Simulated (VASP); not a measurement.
# Na2Cl in VASP: notebook

Runs on Na2Cl. Level: PBEsol. Tasks: single point.

All numbers are computed with VASP 6.6.1; they aren't measurements. Logs are shortened: lines on timing, memory, paths and dates and some standing lists are left out, and cuts for length are marked.

### 1 The cell of the first run

Symmetry: P4/mmm, No. 123, tetragonal system. The conventional cell has a = 3.813 Å, b = 3.813 Å, c = 12.370 Å, α = 90.00°, β = 90.00°, γ = 90.00°. Na (site symmetry 4mm) has 4 Cl at 3.16 Å and 9 Na at 3.34 to 3.92 Å within 4.2 Å. Within 4.2 Å of Na (site symmetry 4/mmm) lie 8 Cl at 3.19 Å and 6 Na at 3.34 to 3.81 Å. Na (site symmetry 4/mmm) has 12 Na at 3.81 to 3.92 Å and 2 Cl at 4.48 Å within 5.0 Å. Cl (site symmetry 4mm) has 8 Na at 3.16 to 3.19 Å and 5 Cl at 3.41 to 3.81 Å within 4.2 Å.

### 2 Single point, PBEsol (strained)

Input file INCAR:

```
  ALGO = Normal
  EDIFF = 1E-6
  ENCUT = 520
  GGA = PS
  ISIF = 2
  ISMEAR = 0
  LASPH = True
  LCHARG = True
  LELF = True
  LREAL = False
  LVHAR = True
  LWAVE = False
  NBANDS = 30
  NELM = 100
  PREC = Accurate
  SIGMA = 0.1
```

Input file KPOINTS:

```
k-points
0
Gamma
  10 10 4
```

Input file POSCAR:

```
Na2Cl
1.0
    3.8132287233      0.0000000000      0.0000000000
    0.0000000000      3.8132287233      0.0000000000
    0.0000000000      0.0000000000     12.3698113659
Na Cl
4 2
Direct
    0.0000000000      0.0000000000      0.2297192490
    0.0000000000      0.0000000000      0.7702807510
    0.0000000000      0.0000000000      0.5000000000
    0.5000000000      0.5000000000      0.0000000000
    0.5000000000      0.5000000000      0.3621938927
    0.5000000000      0.5000000000      0.6378061073
```

Potentials or basis: VASP PAW PBE potentials, release 64 (Na_pv, Cl).

Run with:

```bash
cat potpaw_PBE.64/Na_pv/POTCAR potpaw_PBE.64/Cl/POTCAR > POTCAR
mpirun -np 1 vasp_std > vasp.out
```

OUTCAR:

```text
EDIFF = 1E-6
   ENCUT = 520
   GGA = PS
   ISIF = 2
   ISMEAR = 0
   LASPH = True
   LREAL = False
   NELM = 100
   PREC = Accurate

 ion  position               nearest neighbor table
   1  0.000  0.000  0.230-
   2  0.000  0.000  0.770-
   3  0.000  0.000  0.500-
   4  0.500  0.500  0.000-
   5  0.500  0.500  0.362-
   6  0.500  0.500  0.638-

  LATTYP: Found a simple tetragonal cell.
 ALAT       =     3.8132287233
 C/A-ratio  =     3.2439206414

  Lattice vectors:

 A1 = (   3.8132287233,   0.0000000000,   0.0000000000)
 A2 = (   0.0000000000,   3.8132287233,   0.0000000000)
 A3 = (   0.0000000000,   0.0000000000,  12.3698113659)

Analysis of symmetry for initial positions (statically):
=====================================================================
 Subroutine PRICEL returns:
 Original cell was already a primitive cell.

 Routine SETGRP: Setting up the symmetry group for a
 simple tetragonal supercell.

 Subroutine GETGRP returns: Found 16 space group operations
 (whereof 16 operations were pure point group operations)
 out of a pool of 16 trial point group operations.

The static configuration has the point symmetry D_4h.

Analysis of symmetry for dynamics (positions and initial velocities):
=====================================================================
 Subroutine PRICEL returns:
 Original cell was already a primitive cell.

 Routine SETGRP: Setting up the symmetry group for a
 simple tetragonal supercell.

 Subroutine GETGRP returns: Found 16 space group operations
 (whereof 16 operations were pure point group operations)
 out of a pool of 16 trial point group operations.

The dynamic configuration has the point symmetry D_4h.

 Subroutine INISYM returns: Found 16 space group operations
 (whereof 16 operations are pure point group operations),
 and found     1 'primitive' translations

----------------------------------------------------------------------------------------

                                     Primitive cell

  volume of cell :     179.8659

  direct lattice vectors                    reciprocal lattice vectors
     3.813228723  0.000000000  0.000000000     0.262244956  0.000000000  0.000000000
     0.000000000  3.813228723  0.000000000     0.000000000  0.262244956  0.000000000
     0.000000000  0.000000000 12.369811366     0.000000000  0.000000000  0.080841977

  length of vectors
     3.813228723  3.813228723 12.369811366     0.262244956  0.262244956  0.080841977

  position of ions in fractional coordinates (direct lattice)
     0.000000000  0.000000000  0.229719249
     0.000000000  0.000000000  0.770280751
     0.000000000  0.000000000  0.500000000
     0.500000000  0.500000000  0.000000000
     0.500000000  0.500000000  0.362193893
     0.500000000  0.500000000  0.637806107

  ion indices of the primitive-cell ions
   primitive index   ion index
                 1           1
                 2           2
                 3           3
                 4           4
                 5           5
                 6           6

----------------------------------------------------------------------------------------

 KPOINTS: k-points

Automatic generation of k-mesh.
 Grid dimensions read from file:
 generate k-points for:   10   10    4

 Generating k-lattice:

  Cartesian coordinates                     Fractional coordinates (reciprocal lattice)
     0.026224496  0.000000000  0.000000000     0.100000000  0.000000000  0.000000000
     0.000000000  0.026224496  0.000000000     0.000000000  0.100000000  0.000000000
     0.000000000  0.000000000  0.020210494     0.000000000  0.000000000  0.250000000

  Length of vectors
     0.026224496  0.026224496  0.020210494

  Shift w.r.t. Gamma in fractional coordinates (k-lattice)
     0.000000000  0.000000000  0.000000000

 Subroutine IBZKPT returns following result:
 ===========================================

 Found     63 irreducible k-points:

 Following reciprocal coordinates:
            Coordinates               Weight
  0.000000  0.000000  0.000000      1.000000
  0.100000  0.000000  0.000000      4.000000
  0.200000  0.000000  0.000000      4.000000
  0.300000  0.000000  0.000000      4.000000
  0.400000  0.000000  0.000000      4.000000
  0.500000  0.000000  0.000000      2.000000
[... 16 lines left out ...]
  0.100000  0.000000  0.250000      8.000000
  0.200000  0.000000  0.250000      8.000000
 [... further k-points ...]
   k-points           NKPTS =     63   k-points in BZ     NKDIM =     63   number of bands    NBANDS=     30
   number of dos      NEDOS =    301   number of ions     NIONS =      6
   total plane-waves  NPLWV =  75264
   dimension x,y,z NGX =    28 NGY =   28 NGZ =   96
   dimension x,y,z NGXF=    56 NGYF=   56 NGZF=  192
   ions per type =               4   2
   NGX,Y,Z   is equivalent  to a cutoff of  12.21, 12.21, 12.90 a.u.
   NGXF,Y,Z  is equivalent  to a cutoff of  24.41, 24.41, 25.80 a.u.
 SYSTEM =  unknown system
   PREC   = accura    normal or accurate (medium, high low for compatibility)
   ISTART =      0    job   : 0-new  1-cont  2-samecut
   ICHARG =      2    charge: 1-file 2-atom 10-const
   ISPIN  =      1    spin polarized calculation?
   LNONCOLLINEAR =      F non collinear calculations
   LSORBIT =      F    spin-orbit coupling
   LASPH  =      T    aspherical Exc in radial PAW
   ENCUT  =  520.0 eV  38.22 Ry    6.18 a.u.   7.09  7.09 23.00*2*pi/ulx,y,z
   NELM   =    100;   NELMIN=  2; NELMDL= -5     # of ELM steps
   EDIFF  = 0.1E-05   stopping-criterion for ELM
   LREAL  =      F    real-space projection
   EDIFFG = 0.1E-04   stopping-criterion for IOM
   NSW    =      0    number of steps for IOM
   IBRION =     -1    ionic relax: 0-MD 1-quasi-New 2-CG
   NFREE  =      0    steps in history (QN), initial steepest desc. (CG)
   ISIF   =      2    stress and relaxation
   ISYM   =      2    0-nonsym 1-usesym 2-fastsym
   POTIM  = 0.5000    time-step for ionic-motion
   TEBEG  =    0.0;   TEEND  =   0.0 temperature during run
   PSTRESS=    0.0 pullay stress
   NELECT =      42.0000    total number of electrons
   NUPDOWN=      -1.0000    fix difference up-down
   EMIN   =  10.00;   EMAX   =-10.00  energy-range for DOS
   EFERMI =   0.00;   METHOD = LEGACY
   ISMEAR =     0;   SIGMA  =   0.10  broadening in eV -4-tet -1-fermi 0-gaus
   EFERMI_NEDOS =   21; number of points for ismear=-14 and -15
   IALGO  =     38    algorithm
   IMIX   =      4    mixing-type and parameters
     AMIX     =   0.40;   BMIX     =  1.00
     AMIX_MAG =   1.60;   BMIX_MAG =  1.00
  volume/ion in A,a.u.               =      29.98       202.30
  Fermi-wavevector in a.u.,A,eV,Ry     =   1.008111  1.905053 13.827433  1.016288
  Thomas-Fermi vector in A             =   2.140958
   LORBIT       =      0    0 simple, 1 ext, 2 COOP (PROOUT), +10 PAW based schemes
   GGA     = PS    functional components
   LHFCALC =     F    Hartree Fock is set to
   AEXX    =    0.0000 exact exchange contribution
   IVDW    =     0    specifies the selected vdW correction
   LEPSILON=     F    determine dielectric tensor
   LRPA    =     F    only Hartree local field effects (RPA)
 non-spin polarized calculation
 Gauss-broadening in eV      SIGMA  =   0.10
  energy-cutoff  :      520.00
  volume of cell :      179.87
 maximum number of plane-waves:      4866
   NGX = 15   NGY = 15   NGZ = 45

 number of electron      41.9999982 magnetization

 Free energy of the ion-electron system (eV)
  ---------------------------------------------------
  ext. energy  EPLUGINS =         0.00000000
  ---------------------------------------------------
  free energy    TOTEN  =       -15.70204797 eV

  energy without entropy =      -15.69233649  energy(sigma->0) =      -15.69719223

 E-fermi :   1.8328     XC(G=0):  -7.2167

 val. band max:        1.8253497748   @ k =   0.3000   0.0000   0.5000
 cond. band min:       1.8352618890   @ k =   0.4000   0.3000   0.0000
 fundamental gap:      0.0099121142
 Fermi energy:         1.8328401103

 k-point     1 :       0.0000    0.0000    0.0000
  band No.  band energies     occupation
      1     -24.0045      2.00000
      2     -23.9546      2.00000
      3     -23.9546      2.00000
      4     -23.6097      2.00000
      5     -23.6087      2.00000
      6     -23.5932      2.00000
[... 22 lines left out ...]
     29       8.4596      0.00000
     30       8.5774      0.00000

 k-point     2 :       0.1000    0.0000    0.0000
  band No.  band energies     occupation
      1     -24.0043      2.00000
      2     -23.9561      2.00000
      3     -23.9545      2.00000
      4     -23.6095      2.00000
      5     -23.6085      2.00000
      6     -23.5947      2.00000
[... 22 lines left out ...]
     29       7.5798      0.00000
     30       8.4860      0.00000

 k-point     3 :       0.2000    0.0000    0.0000
  band No.  band energies     occupation
      1     -24.0037      2.00000
      2     -23.9600      2.00000
      3     -23.9541      2.00000
      4     -23.6091      2.00000
      5     -23.6080      2.00000
      6     -23.5986      2.00000
[... 22 lines left out ...]
     29       7.3959      0.00000
     30       8.4832      0.00000

 k-point     4 :       0.3000    0.0000    0.0000
  band No.  band energies     occupation
      1     -24.0030      2.00000
      2     -23.9648      2.00000
      3     -23.9537      2.00000
      4     -23.6085      2.00000
      5     -23.6074      2.00000
      6     -23.6035      2.00000
[... 616 lines left out ...]
     29       8.2445      0.00000
     30       8.7514      0.00000

 k-point    23 :       0.1000    0.0000    0.2500
  band No.  band energies     occupation
      1     -24.0043      2.00000
      2     -23.9561      2.00000
      3     -23.9545      2.00000
      4     -23.6096      2.00000
      5     -23.6085      2.00000
      6     -23.5947      2.00000
[... 22 lines left out ...]
     29       7.7943      0.00000
     30       8.2512      0.00000

 k-point    24 :       0.2000    0.0000    0.2500
  band No.  band energies     occupation
      1     -24.0037      2.00000
      2     -23.9600      2.00000
      3     -23.9541      2.00000
      4     -23.6091      2.00000
      5     -23.6080      2.00000
      6     -23.5986      2.00000
[... 22 lines left out ...]
     29       7.5599      0.00000
     30       8.2354      0.00000

 [... further k-points ...]

------------------------ aborting loop because EDIFF is reached ----------------------------------------

  FORCE on cell =-STRESS in cart. coord.  units (eV):
  Direction    XX          YY          ZZ          XY          YZ          ZX
  --------------------------------------------------------------------------------------
  -------------------------------------------------------------------------------------
  Total       -3.2929099     -3.2929099      0.1515917      0.0000000     -0.0000000      0.0000000
  in kB      -29.3319974    -29.3319974      1.3503219      0.0000000     -0.0000000      0.0000000
  external PRESSURE =     -19.1045576 kB  Pullay stress =       0.0000000 kB

 VOLUME and BASIS-vectors are now :
 -----------------------------------------------------------------------------
  energy-cutoff  :      520.00
  volume of cell :      179.87
      direct lattice vectors                 reciprocal lattice vectors
     3.813228723  0.000000000  0.000000000     0.262244956  0.000000000  0.000000000
     0.000000000  3.813228723  0.000000000     0.000000000  0.262244956  0.000000000
     0.000000000  0.000000000 12.369811366     0.000000000  0.000000000  0.080841977

 POSITION                                       TOTAL-FORCE (eV/Angst)
 -----------------------------------------------------------------------------------
      0.00000      0.00000      2.84158         0.000000     -0.000000      0.045379
      0.00000      0.00000      9.52823        -0.000000     -0.000000     -0.045379
      0.00000      0.00000      6.18491         0.000000     -0.000000      0.000000
      1.90661      1.90661      0.00000         0.000000     -0.000000      0.000000
      1.90661      1.90661      4.48027         0.000000      0.000000     -0.166853
      1.90661      1.90661      7.88954        -0.000000      0.000000      0.166853
 -----------------------------------------------------------------------------------
    total drift:                               -0.000000      0.000000      0.000000

  FREE ENERGIE OF THE ION-ELECTRON SYSTEM (eV)
  ---------------------------------------------------
  free  energy   TOTEN  =       -15.7020479734 eV

  energy  without entropy=      -15.6923364904  energy(sigma->0) =      -15.69719223
```

Wall time 2 min (1 thread of Intel Xeon 6975P-C (Granite Rapids), shared host); peak memory 0.41 GiB.

Results:

```
Free energy            : -15.7020 eV
Pressure               : -1.9 GPa
Largest force          : 0.167 eV/Å
Band gap on the k mesh : zero (bands 21 and 22 overlap by 2.69 eV)
```

Forces in eV/Å, atoms in the order of the input:
```
Na   0.000  0.000  0.045
Na   0.000  0.000 -0.045
Na   0.000  0.000  0.000
Na   0.000  0.000  0.000
Cl   0.000  0.000 -0.167
Cl   0.000  0.000  0.167
```

Stress tensor (GPa, compression positive):
```
-2.93  0.00  0.00
 0.00 -2.93  0.00
 0.00  0.00  0.14
```

Caveat: the cell differs from its parent crystal (strained); the PAW data sets were made with another functional, which shifts forces and pressure a little.

### 3 Single point, PBEsol (strained and its atoms moved)

Input file INCAR:

```
SYSTEM = Na2Cl
PREC = Accurate
ENCUT = 520
EDIFF = 1E-7
ISMEAR = 0
SIGMA = 0.1
LREAL = .FALSE.
LASPH = .TRUE.
NELM = 80
ALGO = Normal
ISIF = 2
LWAVE = .FALSE.
LCHARG = .TRUE.
GGA = PS
LELF = .TRUE.
LVHAR = .TRUE.
NBANDS = 30
```

Input file KPOINTS:

```
regular mesh
0
G
  8 8 4
  0 0 0
```

Input file POSCAR:

```
Na2Cl
1.0
    3.7164675688      0.0000000000      0.0000000000
    0.0000000000      3.8332139378     -0.0320047920
    0.0000000000     -0.1133331660     12.6117147125
Na Cl
4 2
Direct
    0.0000000000      0.0044737478      0.2250927049
    0.0000000000      0.0167964018      0.7713828850
    0.0000000000     -0.0208854921      0.5065177729
    0.5000000000      0.4991405755     -0.0036498768
    0.5000000000      0.5085486487      0.3609231873
    0.5000000000      0.4919261183      0.6397333268
```

Potentials or basis: VASP PAW PBE potentials, release 64 (Na_pv, Cl).

Run with:

```bash
cat potpaw_PBE.64/Na_pv/POTCAR potpaw_PBE.64/Cl/POTCAR > POTCAR
mpirun -np 1 vasp_std > vasp.out
```

It took 3.8 min on 1 thread of Intel Xeon 6975P-C (Granite Rapids), shared host; peak memory 0.5 GiB.

It converged, with:

- Free energy: -15.7475 eV
- Pressure: -2.0 GPa
- Largest force: 0.232 eV/Å
- Band gap on the k mesh: zero (bands 21 and 22 overlap by 2.90 eV)

Forces in eV/Å, atoms in the order of the input:
```
Na   0.000  0.010  0.232
Na   0.000 -0.007 -0.063
Na   0.000 -0.031 -0.164
Na   0.000  0.012  0.015
Cl   0.000  0.038 -0.094
Cl   0.000 -0.021  0.075
```

Stress tensor (GPa, compression positive):
```
-2.25  0.00  0.00
 0.00 -3.15  0.00
 0.00  0.00 -0.49
```

Levels at points of the mesh, in eV from the Fermi level:
```csv
k point,band 17,band 18,band 19,band 20,band 21,band 22,band 23,band 24,band 25,band 26
"(0.00, 0.00, 0.00)",-4.24,-4.05,-3.87,-3.68,-2.52,-0.65,0.34,2.30,3.11,4.86
"(0.50, 0.00, 0.00)",-5.06,-4.08,-4.04,-3.67,-0.02,0.25,1.61,1.77,2.72,3.22
"(0.00, 0.50, 0.00)",-5.11,-4.12,-3.90,-3.53,-0.17,0.09,1.43,1.68,2.55,3.32
"(0.50, 0.50, 0.00)",-5.01,-4.94,-4.79,-3.86,1.78,2.17,2.18,2.68,2.82,3.23
"(0.00, 0.00, 0.50)",-4.24,-4.05,-3.87,-3.68,-2.36,-1.05,1.07,1.48,3.71,4.88
"(0.50, 0.00, 0.50)",-5.06,-4.08,-4.04,-3.67,0.01,0.34,1.41,1.52,3.18,3.80
"(0.00, 0.50, 0.50)",-5.11,-4.12,-3.90,-3.53,-0.13,0.17,1.23,1.43,3.00,3.75
"(0.50, 0.50, 0.50)",-5.01,-4.94,-4.79,-3.86,1.85,2.23,2.24,2.33,3.11,3.13
```

Caveat: the cell differs from its parent crystal (strained and its atoms moved); the PAW data sets were made with another functional, which shifts forces and pressure a little.
